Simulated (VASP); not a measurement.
Set up this calculation in VASP 6.6.1, as the native input.

* Task: single point
* Functional: PBE
* Potentials or basis: VASP PAW PBE potentials, release 64 (B)
* Cutoff: 520 eV
* k mesh: 6 × 6 × 6
* Occupations: gaussian, width 0.1 eV
* Spin: no spin polarisation
* Dipole correction: no
* Further INCAR settings: ALGO = Normal; EDIFF = 1e-07; NBANDS = 22

The structure of B lies in POSCAR:

```
B
1.0
   -2.5214141300      2.5214141300      2.2658360000
    2.5214141300     -2.5214141300      2.2658360000
    2.5214141300      2.5214141300     -2.2658360000
B
8
Direct
    0.7554327700      0.1131968600      0.2321106300
    0.8810862300      0.5233221400      0.7678893700
    0.1131968600      0.7554327700      0.2321106300
    0.4766778600      0.2445672300      0.3577641000
    0.8868031400      0.1189137700      0.6422359000
    0.5233221400      0.8810862300      0.7678893700
    0.2445672300      0.4766778600      0.3577641000
    0.1189137700      0.8868031400      0.6422359000
```

The cell was built from a structure type or drawn by symmetry, and may not be a known phase.

One way to write it, as run:

INCAR

```
  PREC = Accurate
  ENCUT = 520
  EDIFF = 1E-7
  ISMEAR = 0
  SIGMA = 0.1
  LREAL = False
  LASPH = True
  NELM = 100
  ALGO = Normal
  ISIF = 2
  LWAVE = False
  LCHARG = True
  GGA = PE
  LELF = True
  LVHAR = True
  NBANDS = 22
```

KPOINTS

```
Automatic mesh
0
Gamma
  6 6 6
```

Potentials or basis: VASP PAW PBE potentials, release 64 (B).

Launch:

```bash
$ cat potpaw_PBE.64/B/POTCAR > POTCAR
$ mpirun -np 1 vasp_std > vasp.out
```

It gave:

```json
{"Pressure": "34.1 GPa", "Largest force": "1.770 eV/Å", "Band gap on the k mesh": "zero (bands 12 and 13 overlap by 1.96 eV)"}
```

Caveat: the cell stands under pressure; forces of over 1 eV/Å act on the atoms, so gaps and moduli don't describe the material at rest.

It took 32 s on 1 thread of Intel(R) Xeon(R) 6975P-C (Granite Rapids), on a shared host, peak memory 0.17 GiB.
